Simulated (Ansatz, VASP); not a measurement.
# GaN: VASP beside Ansatz

Contents of POSCAR:

```
GaN
1.0
    0.0000000000      2.2535000000      2.2535000000
    2.2535000000      0.0000000000      2.2535000000
    2.2535000000      2.2535000000      0.0000000000
Ga N
1 1
Direct
    0.0000000000      0.0000000000      0.0000000000
    0.7500000000      0.7500000000      0.7500000000
```

File INCAR.step1:

```
ALGO = Normal
EDIFF = 1E-4
ENCUT = 600
GGA = PE
ISMEAR = 0
LASPH = T
LCHARG = F
LREAL = F
LWAVE = T
NELM = 100
PREC = Accurate
SIGMA = 0.01
```

File INCAR.step2:

```
ALGO = Normal
BPARAM = 11.95
CPARAM = 0.0093
EDIFF = 1E-7
EDIFFG = -0.03
ENCUT = 600
IBRION = 2
ISIF = 3
ISMEAR = 0
ISTART = 1
IVDW_NL = 2
LASPH = T
LCHARG = F
LMIXTAU = T
LREAL = F
LUSE_VDW = T
LWAVE = F
METAGGA = R2SCAN
NELM = 100
NSW = 80
PREC = Accurate
SIGMA = 0.01
```

Contents of KPOINTS:

```
k-points
0
Gamma
  7 7 7
```

Input for Ansatz:

```yaml
crystal:
  lattice:
    - [0.0, 2.2535, 2.2535]
    - [2.2535, 0.0, 2.2535]
    - [2.2535, 2.2535, 0.0]
  atoms:
    - { symbol: Ga, position: [0.0, 0.0, 0.0] }
    - { symbol: "N", position: [0.75, 0.75, 0.75] }
basis:
  ecutwfc: 600.0
kpoints:
  mp_grid:
    grid: [7, 7, 7]
hamiltonian:
  xc: r2scan
  dispersion: rvv10
scf:
  occupations:
    method: fixed
relax:
  f_tol: 0.03
  cell: {}
```

Alike in both runs: task relaxation of cell and atoms; functional r2SCAN; dispersion rVV10; k mesh 7 × 7 × 7; no spin polarisation.

|  | VASP | Ansatz |
| --- | --- | --- |
| version | VASP 6.6.1 | Ansatz 0.2.0 |
| potentials or method | VASP PAW PBE potentials, release 64 (Ga_d, N), cutoff 600 eV | plane waves, PAW |
| occupations | gaussian, width 0.01 eV | fixed |
| valence electrons in the cell | 18 | 18 |

Ansatz gave:

```
relaxed volume (Å³/atom)                                     : 11.30
relaxed cell length with the largest relative difference (Å) : 3.174
```

Q: What did VASP give for the same quantities?

A: Relaxed volume (Å³/atom): 11.36; relaxed cell length with the largest relative difference (Å): 3.179.

VASP's potentials were made for PBE, not for r2SCAN.
